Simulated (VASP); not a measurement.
# Tc3Pb (Fm-3m) in VASP: notebook, part 2 of 2

VASP 6.6.1.

### Step 3. Single point, LDA

This run uses another cell than the first one, of 15.64 Å³/atom.

The input, INCAR:

```
SYSTEM = Tc3Pb
PREC = Accurate
ENCUT = 520
EDIFF = 1E-6
ISMEAR = 1
SIGMA = 0.05
LREAL = .FALSE.
LASPH = .TRUE.
NELM = 100
ALGO = Normal
ISIF = 2
LWAVE = .FALSE.
LCHARG = .TRUE.
LELF = .TRUE.
LVHAR = .TRUE.
NBANDS = 34
```

The input, KPOINTS:

```
regular mesh
0
G
  6 6 6
  0 0 0
```

The input, POSCAR:

```
Tc3Pb
1.0
    0.0000000000      3.1507741361      3.1507741361
    3.1507741361      0.0000000000      3.1507741361
    3.1507741361      3.1507741361      0.0000000000
Pb Tc
1 3
Direct
    0.0000000000      0.0000000000      0.0000000000
    0.5000000000      0.5000000000      0.5000000000
    0.2500000000      0.2500000000      0.2500000000
    0.7500000000      0.7500000000      0.7500000000
```

Potentials or basis: VASP PAW LDA potentials, release 64 (Pb_d, Tc_pv).

Started as:

```bash
cat potpaw_LDA.64/Pb_d/POTCAR potpaw_LDA.64/Tc_pv/POTCAR > POTCAR
mpirun -np 1 vasp_std > vasp.out
```

OUTCAR:

```text
SYSTEM = Tc3Pb
   PREC = Accurate
   ENCUT = 520
   EDIFF = 1E-6
   ISMEAR = 1
   LREAL = .FALSE.
   LASPH = .TRUE.
   NELM = 100
   ISIF = 2

 ion  position               nearest neighbor table
   1  0.000  0.000  0.000-   4 2.73   4 2.73   4 2.73   3 2.73   4 2.73   3 2.73   3 2.73   3 2.73
                             2 3.15   2 3.15   2 3.15   2 3.15   2 3.15   2 3.15
   2  0.500  0.500  0.500-   3 2.73   3 2.73   3 2.73   3 2.73   4 2.73   4 2.73   4 2.73   4 2.73
                             1 3.15   1 3.15   1 3.15   1 3.15   1 3.15   1 3.15
   3  0.250  0.250  0.250-   1 2.73   1 2.73   1 2.73   1 2.73   2 2.73   2 2.73   2 2.73   2 2.73
                             4 3.15   4 3.15   4 3.15   4 3.15   4 3.15   4 3.15
   4  0.750  0.750  0.750-   2 2.73   2 2.73   2 2.73   1 2.73   2 2.73   1 2.73   1 2.73   1 2.73
                             3 3.15   3 3.15   3 3.15   3 3.15   3 3.15   3 3.15

  LATTYP: Found a face centered cubic cell.
 ALAT       =     6.3015482722

  Lattice vectors:

 A1 = (   0.0000000000,   3.1507741361,   3.1507741361)
 A2 = (   3.1507741361,   0.0000000000,   3.1507741361)
 A3 = (   3.1507741361,   3.1507741361,   0.0000000000)

Analysis of symmetry for initial positions (statically):
=====================================================================
 Subroutine PRICEL returns:
[... 172 lines left out ...]
 Fermi energy:        12.6865646577

 k-point     1 :       0.0000    0.0000    0.0000
  band No.  band energies     occupation
      1     -26.4777      2.00000
      2     -26.4777      2.00000
      3     -26.4777      2.00000
      4     -25.8884      2.00000
      5     -25.8884      2.00000
      6     -25.8884      2.00000
[... 581 lines left out ...]
     33      14.6159      0.00000
     34      19.1679      0.00000

------------------------ aborting loop because EDIFF is reached ----------------------------------------

  FORCE on cell =-STRESS in cart. coord.  units (eV):
  Direction    XX          YY          ZZ          XY          YZ          ZX
  --------------------------------------------------------------------------------------
  -------------------------------------------------------------------------------------
  Total        0.1177351      0.1177351      0.1177351      0.0000000      0.0000000      0.0000000
  in kB        3.0153287      3.0153287      3.0153287      0.0000000      0.0000000      0.0000000
  external PRESSURE =       3.0153287 kB  Pullay stress =       0.0000000 kB

 VOLUME and BASIS-vectors are now :
 -----------------------------------------------------------------------------
  energy-cutoff  :      520.00
  volume of cell :       62.56
      direct lattice vectors                 reciprocal lattice vectors
     0.000000000  3.150774136  3.150774136    -0.158691159  0.158691159  0.158691159
     3.150774136  0.000000000  3.150774136     0.158691159 -0.158691159  0.158691159
     3.150774136  3.150774136  0.000000000     0.158691159  0.158691159 -0.158691159

 POSITION                                       TOTAL-FORCE (eV/Angst)
 -----------------------------------------------------------------------------------
      0.00000      0.00000      0.00000         0.000000     -0.000000     -0.000000
      3.15077      3.15077      3.15077         0.000000     -0.000000     -0.000000
      1.57539      1.57539      1.57539        -0.000000     -0.000000     -0.000000
      4.72616      4.72616      4.72616         0.000000      0.000000      0.000000
 -----------------------------------------------------------------------------------
    total drift:                                0.000000      0.000000      0.000000

  FREE ENERGIE OF THE ION-ELECTRON SYSTEM (eV)
  ---------------------------------------------------
  free  energy   TOTEN  =       -36.9723370152 eV

  energy  without entropy=      -36.9715046999  energy(sigma->0) =      -36.97205958
```

OSZICAR:

```text
N       E                     dE             d eps       ncg     rms          rms(c)
DAV:   1     0.771033301471E+03    0.77103E+03   -0.29367E+04  1088   0.186E+03
DAV:   2     0.970677053881E+01   -0.76133E+03   -0.74358E+03  1184   0.541E+02
DAV:   3    -0.373283157179E+02   -0.47035E+02   -0.45151E+02  1308   0.154E+02
DAV:   4    -0.389734012526E+02   -0.16451E+01   -0.16128E+01  1252   0.286E+01
DAV:   5    -0.390217350764E+02   -0.48334E-01   -0.48318E-01  1478   0.547E+00    0.222E+01
DAV:   6    -0.379150890393E+02    0.11066E+01   -0.10403E+01  1116   0.220E+01    0.104E+01
DAV:   7    -0.380183772421E+02   -0.10329E+00   -0.13415E+01  1178   0.183E+01    0.878E+00
DAV:   8    -0.370275018809E+02    0.99088E+00   -0.12171E+00  1140   0.959E+00    0.281E+00
DAV:   9    -0.369850985356E+02    0.42403E-01   -0.37290E-01  1244   0.464E+00    0.119E+00
DAV:  10    -0.369753137692E+02    0.97848E-02   -0.10251E-01  1148   0.223E+00    0.536E-01
DAV:  11    -0.369725302867E+02    0.27835E-02   -0.49887E-03  1264   0.692E-01    0.156E-01
DAV:  12    -0.369723403551E+02    0.18993E-03   -0.89433E-04  1388   0.218E-01    0.215E-02
DAV:  13    -0.369723380046E+02    0.23505E-05   -0.38683E-05  1344   0.559E-02    0.780E-03
DAV:  14    -0.369723370152E+02    0.98940E-06   -0.26470E-06   990   0.163E-02
   1 F= -.36972337E+02 E0= -.36972060E+02  d E =-.832315E-03
```

Run time: 25 s. Hardware: 1 thread of Intel Xeon Platinum 8488C (Sapphire Rapids), shared host; peak memory 0.18 GiB.

What came out:

```yaml
Free_energy: -36.9723 eV
Pressure: 0.3 GPa
Band_gap_on_the_k_mesh: zero (an odd number of electrons rules out a gap without spin polarisation)
```

Caveat: spin-orbit coupling is left out, which moves the levels of the heavy elements.

### Step 4. Single point, LDA

This run uses another cell than the first one, of 15.87 Å³/atom.

The input, INCAR:

```
PREC = Accurate
ENCUT = 520
EDIFF = 1E-6
ISMEAR = 1
SIGMA = 0.05
LREAL = False
LASPH = True
NELM = 100
ALGO = Normal
ISIF = 2
LWAVE = False
LCHARG = False
GGA = CA
NBANDS = 34
```

The input, KPOINTS:

```
regular mesh
0
Gamma
  6 6 6
```

The input, POSCAR:

```
Tc3Pb
1.0
    0.0000000000      3.1664498873      3.1664498873
    3.1664498873      0.0000000000      3.1664498873
    3.1664498873      3.1664498873      0.0000000000
Pb Tc
1 3
Direct
    0.0000000000      0.0000000000      0.0000000000
    0.5000000000      0.5000000000      0.5000000000
    0.2500000000      0.2500000000      0.2500000000
    0.7500000000      0.7500000000      0.7500000000
```

Started as:

```bash
cat potpaw_LDA.64/Pb_d/POTCAR potpaw_LDA.64/Tc_pv/POTCAR > POTCAR
mpirun -np 1 vasp_std > vasp.out
```

Wall time 25 s (1 thread of Intel Xeon Platinum 8488C (Sapphire Rapids), shared host); peak memory 0.18 GiB.

The run converged. Its results:

```yaml
Free_energy: -36.9643 eV
Pressure: -3.4 GPa
Band_gap_on_the_k_mesh: zero (an odd number of electrons rules out a gap without spin polarisation)
```

Levels at points of the mesh, in eV from the Fermi level:
```
           k point  band 24  band 25  band 26  band 27  band 28  band 29
(0.00, 0.00, 0.00)     0.72     0.72     0.93     0.93     0.93     1.17
(0.50, 0.00, 0.00)    -0.95    -0.95    -0.61     0.54     0.54     0.72
(0.50, 0.50, 0.00)    -1.41    -0.56    -0.56    -0.22     0.11     0.49
```

Caveat: the cell stands under tension; spin-orbit coupling is left out, which moves the levels of the heavy elements.

### Step 5. The runs side by side

```tsv
cell	gap on the mesh (eV)	pressure (GPa)
a = 4.433 Å, angles 60.0°, 4 atoms	none	4.3
a = 4.456 Å, angles 60.0°, 4 atoms	none	0.3
a = 4.478 Å, angles 60.0°, 4 atoms	none	-3.4
```

Alike in all rows: task single point; level LDA; potentials or basis VASP PAW LDA potentials, release 64 (Pb_d, Tc_pv); no spin polarisation; k mesh 6 × 6 × 6; cutoff (eV) 520; smearing methfessel-paxton 0.05 eV.

Caveats: spin-orbit coupling is left out, which moves the levels of the heavy elements; the cell stands under pressure (at least some runs); the cell stands under tension (at least some runs).

Absolute energies hang on the potentials; compare differences alone.
